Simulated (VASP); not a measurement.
Set up this calculation in VASP 6.6.1, as the native input.

```
Task                   : single point
Functional             : PBE
Potentials or basis    : VASP PAW PBE potentials, release 64 (Ti_sv)
Cutoff                 : 520 eV
k mesh                 : 22 × 22 × 22
Occupations            : gaussian, width 0.15 eV
Spin                   : no spin polarisation
Dipole correction      : no
Further INCAR settings : ALGO = Fast; EDIFF = 1e-06; NBANDS = 12
```

The structure of Ti lies in POSCAR:

```
Ti
1.0
   -1.5442401234      1.5442401234      1.8530881481
    1.5442401234     -1.5442401234      1.8530881481
    1.5442401234      1.5442401234     -1.8530881481
Ti
1
Direct
    0.0000000000      0.0000000000      0.0000000000
```

This cell differs from its parent crystal: ratio of the length along z to the lengths across it x 1.2, volume and fractional coordinates fixed.

These files were run (other wordings do the same):

INCAR

```
SYSTEM = Ti
PREC     = Accurate       ! precision mode
ENCUT    = 520            ! plane-wave cutoff, eV
EDIFF    = 1E-6           ! SCF threshold, eV
ISMEAR   = 0              ! smearing method
SIGMA    = 0.15           ! smearing width, eV
LREAL    = .FALSE.        ! projectors in reciprocal space
LASPH    = .TRUE.         ! aspherical terms in the spheres
NELM     = 100            ! most SCF steps
ALGO     = Fast           ! electronic algorithm
ISIF     = 2              ! what is computed and relaxed
LWAVE    = .FALSE.        ! write WAVECAR
LCHARG   = .TRUE.         ! write CHGCAR
GGA      = PE             ! functional
LELF     = .TRUE.         ! ELF
LVHAR    = .TRUE.       
NBANDS   = 12             ! bands
```

KPOINTS

```
Automatic mesh
0
G
  22 22 22
  0 0 0
```

Potentials or basis: VASP PAW PBE potentials, release 64 (Ti_sv).

Launch:

```sh
$ cat potpaw_PBE.64/Ti_sv/POTCAR > POTCAR
$ mpirun -np 1 vasp_std > vasp.out
```

Results of the run:

| Property | Result |
| --- | --- |
| Pressure | -3.0 GPa |
| Band gap on the k mesh | zero (bands 6 and 7 overlap by 1.55 eV) |

It took 2.6 min on 1 thread of Intel(R) Xeon(R) Platinum 8488C (Sapphire Rapids), with other jobs on the host, peak memory 0.28 GiB.
